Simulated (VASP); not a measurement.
Cd: relaxation of cell and atoms with PBEsol

Cd:

```
Cd
1.0
     2.86362    0.00000    0.00000
    -1.43181    2.47997    0.00000
     0.00000    0.00000    5.18217
Cd
2
Cartesian
  0.0000 1.6533 1.2955
  1.4318 0.8267 3.8866
```

```yaml
Program: VASP 6.6.1
Task: relaxation of cell and atoms
Functional: PBEsol
Potentials_or_basis: VASP PAW PBE potentials, release 64 (Cd)
Cutoff: 600 eV
k_mesh: 18 × 18 × 8
Occupations: gaussian, width 0.1 eV
Spin: no spin polarisation
Target_pressure: 10 GPa
Dipole_correction: no
Further_INCAR_settings: ALGO = Fast; EDIFF = 1e-07; IBRION = 2; EDIFFG = -0.008; NSW = 70; ISIF = 3
```

```
Relaxed volume                                             : 18.59 Å³/atom
Relaxed cell                                               : a = 2.892 Å, b = 2.892 Å, c = 5.131 Å, α = 90.00°, β = 90.00°, γ = 120.00°
Space group after relaxing (to 0.1 Å)                      : P6_3/mmc (No. 194)
Energy change on relaxing (the run minimises the enthalpy) : -13.8 meV/atom
Ionic steps                                                : 9
Pressure after relaxing                                    : 10.0 GPa
Band gap on the k mesh                                     : zero (bands 12 and 13 overlap by 3.64 eV)
```

The path:
```tsv
step	energy change (eV)	largest force (eV/Å)	pressure (GPa)	volume (Å³)
1	0.0000	0.0000	11.59	36.80
2	-0.0621	0.0000	8.35	37.78
3	-0.0362	0.0000	9.77	37.33
4	-0.0326	0.0000	9.90	37.26
5	-0.0276	0.0000	10.05	37.18
6	-0.0266	0.0000	10.07	37.16
7	-0.0259	0.0000	10.11	37.15
8	-0.0303	0.0000	9.87	37.22
9	-0.0277	0.0000	9.99	37.18
```

Final structure:
```yaml
crystal:
  lattice:
    - [2.89234, 0.00000, 0.00000]
    - [-1.44617, 2.50484, 0.00000]
    - [0.00000, 0.00000, 5.13150]
  atoms:
    - { symbol: Cd, position: [0.33333, 0.66667, 0.25000] }
    - { symbol: Cd, position: [0.66667, 0.33333, 0.75000] }
```

Levels at points of the mesh, in eV from the Fermi level:
```tsv
k point	band 10	band 11	band 12	band 13	band 14	band 15
(0.00, 0.00, 0.00)	-8.70	-8.70	-3.67	-2.28	13.04	14.36
(0.50, 0.00, 0.00)	-8.41	-3.13	-2.32	2.49	3.07	4.20
(0.00, 0.00, 0.50)	-8.88	-8.31	-8.31	5.16	5.16	14.73
(0.50, 0.00, 0.50)	-8.44	-2.23	-2.23	0.14	0.14	9.45
```

Run time: 5.3 min on 1 thread of AMD EPYC 9R45 96-Core Processor (Zen 5), with other jobs on the host, peak memory 0.22 GiB.

Caveat: the cell is relaxed towards a set pressure, so the run minimises the enthalpy, not the energy; the PAW data sets were made with another functional, which shifts forces and pressure a little. Zero-point motion and thermal expansion aren't in these numbers.
